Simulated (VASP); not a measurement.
Set up this calculation in VASP 6.6.1, as the native input.

* Task: single point
* Functional: PBE
* Potentials or basis: VASP PAW PBE potentials, release 64 (Mo_sv)
* Cutoff: 520 eV
* k mesh: 14 × 14 × 14
* Occupations: methfessel-paxton, width 0.1 eV
* Spin: no spin polarisation
* Dipole correction: no
* Further INCAR settings: ALGO = Normal; EDIFF = 1e-06; NBANDS = 13

The structure of Mo lies in POSCAR:

```
Mo
1.0
   -1.5813793950      1.5813793950      1.5813793950
    1.5813793950     -1.5813793950      1.5813793950
    1.5813793950      1.5813793950     -1.5813793950
Mo
1
Direct
    0.0000000000      0.0000000000      0.0000000000
```

The input as run:

INCAR

```
SYSTEM = Mo
  PREC = Accurate
  ENCUT = 520
  EDIFF = 1E-6
  ISMEAR = 1
  SIGMA = 0.1
  LREAL = .False.
  LASPH = .True.
  NELM = 100
  ALGO = Normal
  ISIF = 2
  LWAVE = .False.
  LCHARG = .False.
  GGA = PE
  NBANDS = 13
```

KPOINTS

```
regular mesh
0
Gamma
  14 14 14
  0 0 0
```

Potentials or basis: VASP PAW PBE potentials, release 64 (Mo_sv).

The run is started by

```console
$ cat potpaw_PBE.64/Mo_sv/POTCAR > POTCAR
$ mpirun -np 1 vasp_std > vasp.out
```

Results of the run:

```json
{
 "Pressure": "0.7 GPa",
 "Band gap on the k mesh": "zero (band 7 reaches 16.30 eV, above the bottom of band 8 at 11.05 eV)"
}
```

It took 11 s on 1 thread of Intel Xeon 6975P-C, on a shared host, peak memory 0.14 GiB.
